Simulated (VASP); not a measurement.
Write the native input for VASP 6.6.1 that does the following.

| Item | Value |
| --- | --- |
| Task | relaxation of volume and atoms at fixed shape |
| Functional | LDA |
| Potentials or basis | VASP PAW LDA potentials, release 64 (Mo_sv, Ru_pv) |
| Cutoff | 600 eV |
| k mesh | 8 × 8 × 5 |
| Occupations | fermi-dirac, width 0.1 eV |
| Spin | no spin polarisation |
| Dipole correction | no |
| Further INCAR settings | ALGO = Normal; EDIFF = 1e-07; IBRION = 2; EDIFFG = -0.03; NSW = 60; ISIF = 8 |

The structure of MoRu lies in POSCAR:

```
MoRu
1.0
    2.7774150000      0.0000000000      0.0000000000
   -1.3887075000      2.4053119469      0.0000000000
    0.0000000000      0.0000000000      4.4637070000
Mo Ru
1 1
Direct
    0.6666666667      0.3333333333      0.0000000000
    0.3333333333      0.6666666667      0.5000000000
```

The input as run:

INCAR

```
ALGO = Normal ; EDIFF = 1E-7
EDIFFG = -0.03 ; ENCUT = 600
IBRION = 2 ; ISIF = 8
ISMEAR = -1 ; LASPH = True
LCHARG = False ; LREAL = False
LWAVE = False ; NELM = 100
NSW = 60 ; PREC = Accurate
SIGMA = 0.1
```

KPOINTS

```
k-points
0
Gamma
  8 8 5
```

Potentials or basis: VASP PAW LDA potentials, release 64 (Mo_sv, Ru_pv).

Launch:

```bash
$ cat potpaw_LDA.64/Mo_sv/POTCAR potpaw_LDA.64/Ru_pv/POTCAR > POTCAR
$ mpirun -np 1 vasp_std > vasp.out
```

It gave:

```
Relaxed volume                        : 14.10 Å³/atom
Relaxed cell                          : a = 2.726 Å, b = 2.726 Å, c = 4.382 Å, α = 90.00°, β = 90.00°, γ = 120.00°
Space group after relaxing (to 0.1 Å) : P-6m2 (No. 187)
Energy gained by relaxing             : 42.8 meV/atom
Ionic steps                           : 4
Pressure after relaxing               : -0.3 GPa
Band gap on the k mesh                : zero (bands 14 and 15 overlap by 2.47 eV)
```

Wall time 88 s on 1 thread of Intel Xeon 8259CL (shared host), peak memory 0.16 GiB.
